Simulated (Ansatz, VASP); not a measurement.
## Two plane-wave programs on TiO2

```
CELL_PARAMETERS angstrom
-1.89960 1.89960 4.84887
1.89960 -1.89960 4.84887
1.89960 1.89960 -4.84887
ATOMIC_POSITIONS crystal
Ti 0.00000 0.00000 0.00000
Ti 0.75000 0.25000 0.50000
O 0.95648 0.45648 0.50000
O 0.20648 0.20648 0.00000
O 0.54352 0.04352 0.50000
O 0.79352 0.79352 0.00000
```

Alike in both runs: functional PBE; k mesh 10 × 10 × 10; occupations gaussian, width 0.02 eV; no spin polarisation.

Ansatz relaxed the structure, and its values are those at the end. VASP's run is a single point on that final structure, the one shown.

```csv
,VASP,Ansatz
version,VASP 6.6.1,Ansatz 0.2.0
potentials or method,"VASP PAW PBE potentials, release 64 (Ti_sv, O), cutoff 520 eV","scalar-relativistic, plane waves, PAW"
valence electrons in the cell,48,48
```

VASP gave:

```
gap on the k mesh at the Fermi level (eV) : 2.11
least direct gap on the mesh (eV)         : 2.41
pressure (GPa)                            : 0.7
rms of the force components (eV/Å)        : 0.009
```

Task: Which values does Ansatz return?

Result: gap on the k mesh at the Fermi level (eV): 2.14; least direct gap on the mesh (eV): 2.43; pressure (GPa): 0.0; rms of the force components (eV/Å): 0.001.
